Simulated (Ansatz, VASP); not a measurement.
**One calculation of Mo, two programs**

File POSCAR:

```
Mo
1.0
    2.8175757091      0.0000000000      0.0000000000
   -1.4087878546      2.4400921412      0.0000000000
    0.0000000000      0.0000000000      2.6318361210
Mo
1
Direct
    0.0000000000      0.0000000000      0.5000000000
```

Contents of INCAR.step1:

```
SYSTEM = Mo
PREC     = Accurate       ! precision mode
ENCUT    = 520            ! plane-wave cutoff, eV
ISMEAR   = 0              ! smearing method
SIGMA    = 0.15           ! smearing width, eV
LREAL    = .FALSE.        ! projectors in reciprocal space
LASPH    = .TRUE.         ! aspherical terms in the spheres
NELM     = 80             ! most SCF steps
NBANDS   = 13             ! bands
GGA      = PE             ! functional
ALGO     = Normal         ! electronic algorithm
EDIFF    = 1E-4           ! SCF threshold, eV
LWAVE    = .TRUE.         ! write WAVECAR
LCHARG   = .FALSE.        ! write CHGCAR
```

The input INCAR.step2:

```
SYSTEM = Mo
PREC     = Accurate       ! precision mode
ENCUT    = 520            ! plane-wave cutoff, eV
EDIFF    = 1E-6           ! SCF threshold, eV
ISMEAR   = 0              ! smearing method
SIGMA    = 0.15           ! smearing width, eV
LREAL    = .FALSE.        ! projectors in reciprocal space
LASPH    = .TRUE.         ! aspherical terms in the spheres
NELM     = 80             ! most SCF steps
ALGO     = Normal         ! electronic algorithm
ISIF     = 2              ! what is computed and relaxed
LWAVE    = .FALSE.        ! write WAVECAR
LCHARG   = .TRUE.         ! write CHGCAR
METAGGA  = R2SCAN         ! meta-GGA
LMIXTAU  = .TRUE.       
LELF     = .TRUE.         ! ELF
LVHAR    = .TRUE.       
NBANDS   = 13             ! bands
ISTART   = 1
```

The input KPOINTS:

```
Automatic mesh
0
G
  18 18 18
  0 0 0
```

Input for Ansatz:

```yaml
crystal:
  lattice:
    - [2.8175757091, 0.0, 0.0]
    - [-1.4087878546, 2.4400921412, 0.0]
    - [0.0, 0.0, 2.631836121]
  atoms:
    - { symbol: Mo, position: [0.0, 0.0, 0.5] }
basis:
  ecutwfc: 500
kpoints:
  mp_grid: { grid: [18, 18, 18] }
hamiltonian:
  xc: r2scan
scf:
  occupations: { method: gaussian, width: 0.15 }
output:
  forces: true
  stress: true
  eigenvalues: true
  write_density: true
  write_potential: true
  elf: true
  volumetric_format: npy
```

Change from the starting cell: strain +0.030 along x and y, +0.030 along z, atoms carried along.

Alike in both runs: task single point; functional r2SCAN; k mesh 18 × 18 × 18; occupations gaussian, width 0.15 eV; no spin polarisation.

```csv
,VASP,Ansatz
version,VASP 6.6.1,Ansatz 0.2.0
potentials or method,"VASP PAW PBE potentials, release 64 (Mo_sv), cutoff 520 eV","scalar-relativistic, plane waves, PAW"
valence electrons in the cell,14,14
```

Ansatz gave:

| Quantity | Value |
| --- | --- |
| gap on the k mesh at the Fermi level (eV) | none |
| pressure (GPa) | -15.9 |
| traceless stress, the component that is largest in VASP (GPa) | -2.55 |

Task: What did VASP give for the same quantities?

Result: gap on the k mesh at the Fermi level (eV): none; pressure (GPa): -15.2; traceless stress, the component that is largest in VASP (GPa): -2.47.

VASP's potentials were made for PBE, not for r2SCAN. A gap of «none» marks a metal or a gap that the smearing closes. With one functional, cell and mesh, what is left measures potentials, basis and numerics.
